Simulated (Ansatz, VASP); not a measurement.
TaN: VASP beside Ansatz

```xyz
2
Lattice="0.0000 2.2535 2.1222 2.2535 0.0000 2.1222 2.2535 2.2535 0.0000" Properties=species:S:1:pos:R:3 pbc="T T T"
Ta    2.2535    2.2535    2.1222
N     0.0000    0.0000    0.0000
```

Change from the starting cell: strain +0.030 along x and y, -0.030 along z, atoms carried along.

Alike in both runs: task single point; functional PBEsol; k mesh 24 × 24 × 24; occupations gaussian, width 0.15 eV; no spin polarisation.

|  | VASP | Ansatz |
| --- | --- | --- |
| version | VASP 6.6.1 | Ansatz 0.2.0 |
| potentials or method | VASP PAW PBE potentials, release 64 (Ta_pv, N), cutoff 520 eV | scalar-relativistic, plane waves, PAW |
| valence electrons in the cell | 16 | 18 |

```tsv
	VASP	Ansatz	Ansatz less VASP
gap on the k mesh at the Fermi level (eV)	none	none	-
pressure (GPa)	-5.7	-6.6	-0.88
traceless stress, the component that is largest in VASP (GPa)	24.16	23.96	-0.199
```

VASP's potentials were made for PBE, not for PBEsol. A gap of «none» marks a metal or a gap that the smearing closes. VASP's potentials hold 16 valence electrons a cell and Ansatz's 18, so a difference there can come from the potentials and not from the codes.

Neither program's run includes spin-orbit coupling.
